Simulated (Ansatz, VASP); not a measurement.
# BN: VASP beside Ansatz

```
B N
1.0
     0.00000    1.82505    1.82505
     1.82505    0.00000    1.82505
     1.82505    1.82505    0.00000
B N
1 1
Direct
  0.00000 0.00000 0.00000
  0.25000 0.25000 0.25000
```

Alike in both runs: task single point; functional LDA; k mesh 12 × 12 × 12; occupations gaussian, width 0.02 eV; no spin polarisation.

|  | VASP | Ansatz |
| --- | --- | --- |
| version | VASP 6.6.1 | Ansatz 0.2.0 |
| potentials or method | VASP PAW LDA potentials, release 64 (B, N), cutoff 600 eV | scalar-relativistic, plane waves, PAW |
| valence electrons in the cell | 8 | 8 |

|  | VASP | Ansatz | Ansatz less VASP |
| --- | --- | --- | --- |
| gap on the k mesh at the Fermi level (eV) | 4.31 | 4.32 | +0.011 |
| least direct gap on the mesh (eV) | 8.55 | 8.55 | +0.007 |
| pressure (GPa) | -20.3 | -21.0 | -0.73 |

Ansatz warns that its potentials were made for another functional, while VASP's fit it. LDA's correlation is that of Perdew and Zunger in VASP and of Perdew and Wang (1992) in Ansatz.
